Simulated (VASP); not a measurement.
BaNa2MnP2O8:

```xyz
14
Lattice="5.3761 0.0000 0.0000 -2.6881 4.6558 0.0000 0.0000 0.0000 7.0999" Properties=species:S:1:pos:R:3 pbc="T T T"
Na    0.0000    3.1039    1.2845
Na    2.6881    1.5519    5.8154
Ba    0.0000    0.0000    3.5499
Mn    0.0000    0.0000    0.0000
P     0.0000    3.1039    5.2767
P     2.6881    1.5519    1.8232
O     0.0000    3.1039    3.7300
O     2.6881    1.5519    3.3699
O     2.6881    3.0070    1.2686
O     3.9482    0.8244    1.2686
O     1.4279    0.8244    1.2686
O     0.0000    1.6488    5.8313
O    -1.2601    3.8314    5.8313
O     1.2601    3.8314    5.8313
```

| Item | Value |
| --- | --- |
| Program | VASP 6.6.1 |
| Task | relaxation of cell and atoms |
| Functional | PBE |
| Potentials or basis | VASP PAW PBE potentials, release 64 (Na_pv, Ba_sv, Mn_pv, P, O) |
| Cutoff | 600 eV |
| k mesh | 4 × 4 × 4 |
| Occupations | gaussian, width 0.05 eV |
| Spin | collinear spin, ferromagnetic start |
| Starting moments | [0.0, 0.0, 0.0, 5.0, 0.0, 0.0, 0.0, 0.0, 0.0, 0.0, 0.0, 0.0, 0.0, 0.0] μB |

At the start: pressure 3.5 GPa; volume 12.69 Å³/atom.

Task: Where does the relaxation end?

Result: Over 11 steps the energy falls by 14.9 meV/atom and the volume is 13.17 Å³/atom (+3.8 %); space group P-3m1 (No. 164, to 0.1 Å) before and after; moment 5.00 μB per cell.

Step by step:
| step | energy change (eV) | largest force (eV/Å) | pressure (GPa) | volume (Å³) |
| --- | --- | --- | --- | --- |
| 1 | 0.0000 | 0.6425 | 3.52 | 177.71 |
| 2 | -0.1661 | 0.3004 | 0.57 | 184.97 |
| 3 | -0.1695 | 0.3848 | 0.14 | 186.25 |
| 4 | -0.1646 | 0.9749 | -1.32 | 187.33 |
| 5 | -0.1757 | 0.3496 | -0.49 | 186.71 |
| 6 | -0.1866 | 0.1660 | -0.70 | 186.51 |
| 7 | -0.1889 | 0.2804 | -0.83 | 186.37 |
| 8 | -0.1956 | 0.1984 | -0.53 | 185.89 |
| 9 | -0.2024 | 0.2216 | 0.27 | 184.69 |
| 10 | -0.2063 | 0.1517 | 0.19 | 184.60 |
| 11 | -0.2090 | 0.0269 | 0.05 | 184.42 |

Final structure:
```xyz
14
Lattice="5.4599 0.0000 0.0000 -2.7299 4.7284 0.0000 0.0000 0.0000 7.1437" Properties=species:S:1:pos:R:3 pbc="T T T"
Na    0.0000    3.1522    1.3129
Na    2.7299    1.5761    5.8308
Ba    0.0000    0.0000    3.5719
Mn    0.0000    0.0000    0.0000
P     0.0000    3.1522    5.2432
P     2.7299    1.5761    1.9006
O     0.0000    3.1522    3.7044
O     2.7299    1.5761    3.4393
O     2.7299    3.0361    1.3470
O     3.9943    0.8461    1.3470
O     1.4655    0.8461    1.3470
O     0.0000    1.6922    5.7968
O    -1.2644    3.8823    5.7968
O     1.2644    3.8823    5.7968
```

Caveat: a cell with one magnetic atom can't hold antiferromagnetic order, which such compounds often take.
